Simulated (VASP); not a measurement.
Set up this calculation in VASP 6.6.1, as the native input.

| Quantity | Value |
| --- | --- |
| Task | single point |
| Functional | PBE |
| Potentials or basis | VASP PAW PBE potentials, release 64 (Al, N) |
| Cutoff | 520 eV |
| k mesh | 8 × 8 × 2 |
| Occupations | gaussian, width 0.05 eV |
| Spin | no spin polarisation |
| Dipole correction | no |
| Further INCAR settings | ALGO = Normal; EDIFF = 1e-07; NBANDS = 36 |

The structure of AlN lies in POSCAR:

```
AlN
1.0
    2.2015871003     -2.2015871003      0.0000000000
    2.2015871003      0.0000000000     -2.2015871003
   11.3748666849      7.7055548510      7.3386236677
Al N
6 6
Direct
    0.8021000000     -0.2638666667      0.3958000000
    0.2187666667      0.1805777778      0.2291333333
    0.3854333333      0.2916888889      0.5624666667
    0.5521000000      0.4028000000      0.8958000000
   -0.0312333333     -0.1527555556      0.7291333333
    0.6354333333      0.6250222222      0.0624666667
    0.4479333333      0.3750222222      0.4374666667
    0.8646000000     -0.1805333333      0.2708000000
    0.0312666667     -0.0694222222      0.6041333333
    0.1979333333      0.0416888889      0.9374666667
   -0.3854000000     -0.5138666667      0.7708000000
    0.2812666667      0.2639111111      0.1041333333
```

This cell differs from its parent crystal: layers slid over each other.

One way to write it, as run:

INCAR

```
SYSTEM = AlN
PREC = Accurate
ENCUT = 520
EDIFF = 1E-7
ISMEAR = 0
SIGMA = 0.05
LREAL = .False.
LASPH = .True.
NELM = 60
ALGO = Normal
ISIF = 2
LWAVE = .False.
LCHARG = .False.
GGA = PE
NBANDS = 36
```

KPOINTS

```
Automatic mesh
0
Gamma
  8 8 2
  0 0 0
```

Potentials or basis: VASP PAW PBE potentials, release 64 (Al, N).

Command:

```bash
$ cat potpaw_PBE.64/Al/POTCAR potpaw_PBE.64/N/POTCAR > POTCAR
$ mpirun -np 1 vasp_std > vasp.out
```

It gave:

* Pressure: -2.1 GPa
* Largest force: 0.858 eV/Å
* Band gap on the k mesh: 3.22 eV (least direct gap 3.51 eV)

Caveat: the cell differs from its parent crystal (layers slid over each other).

Wall time 12 min on 1 thread of Oxide Virtual Turin-like Processor, with other jobs on the host, peak memory 0.35 GiB.
